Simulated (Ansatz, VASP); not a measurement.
One calculation of YHg, two programs

The input INCAR:

```
PREC     = Accurate       # precision mode
ENCUT    = 520            # plane-wave cutoff, eV
EDIFF    = 1E-6           # SCF threshold, eV
ISMEAR   = -1             # smearing method
SIGMA    = 0.08           # smearing width, eV
LREAL    = False          # projectors in reciprocal space
LASPH    = True           # aspherical terms in the spheres
NELM     = 80             # most SCF steps
ALGO     = Normal         # electronic algorithm
ISIF     = 2              # what is computed and relaxed
LWAVE    = False          # write WAVECAR
LCHARG   = False          # write CHGCAR
NBANDS   = 18             # bands
```

File KPOINTS:

```
Automatic mesh
0
Gamma
  11 11 11
```

Contents of POSCAR:

```
YHg
1.0
    3.6820000000      0.0000000000      0.0000000000
    0.0000000000      3.6820000000      0.0000000000
    0.0000000000      0.0000000000      3.6083600000
Y Hg
1 1
Direct
    0.5000000000      0.5000000000      0.5000000000
    0.0000000000      0.0000000000      0.0000000000
```

Input for Ansatz:

```yaml
crystal:
  lattice:
    - [3.682, 0.0, 0.0]
    - [0.0, 3.682, 0.0]
    - [0.0, 0.0, 3.60836]
  atoms:
    - { symbol: "Y", position: [0.5, 0.5, 0.5] }
    - { symbol: Hg, position: [0.0, 0.0, 0.0] }
kpoints:
  mp_grid: { grid: [11, 11, 11] }
  band_path:
    path:
      - [0.0, 0.0, 0.0]
      - [0.0, 0.5, 0.0]
      - [0.5, 0.5, 0.0]
      - [0.0, 0.0, 0.0]
      - [0.0, 0.0, 0.5]
      - [0.0, 0.5, 0.5]
      - [0.5, 0.5, 0.5]
      - [0.0, 0.0, 0.5]
      - [0.0, 0.5, 0.0]
    npoints: 5
scf:
  occupations: { method: fermi_dirac, width: 0.08 }
hamiltonian:
  xc: lda
  pseudopotentials: { kind: all_electron, lapw: { basis_error: 0.00025 } }
output:
  forces: true
  stress: true
  eigenvalues: true
```

Change from the starting cell: zz strain of -2 %.

Alike in both runs: task single point; functional LDA; k mesh 11 × 11 × 11; occupations fermi-dirac, width 0.08 eV; no spin polarisation.

|  | VASP | Ansatz |
| --- | --- | --- |
| version | VASP 6.6.1 | Ansatz 0.2.0 |
| potentials or method | VASP PAW LDA potentials, release 64 (Y_sv, Hg), cutoff 520 eV | all-electron LAPW, scalar-relativistic |

Ansatz gave:

* pressure (GPa): -2.1
* traceless stress, the component that is largest in VASP (GPa): 0.44

Task: What did VASP give for the same quantities?

Result: Pressure (GPa): -1.9; traceless stress, the component that is largest in VASP (GPa): 0.44.

LDA's correlation is that of Perdew and Zunger in VASP and of Perdew and Wang (1992) in Ansatz. Ansatz ran all-electron here, and VASP with PAW potentials.

Spin-orbit coupling is off throughout.
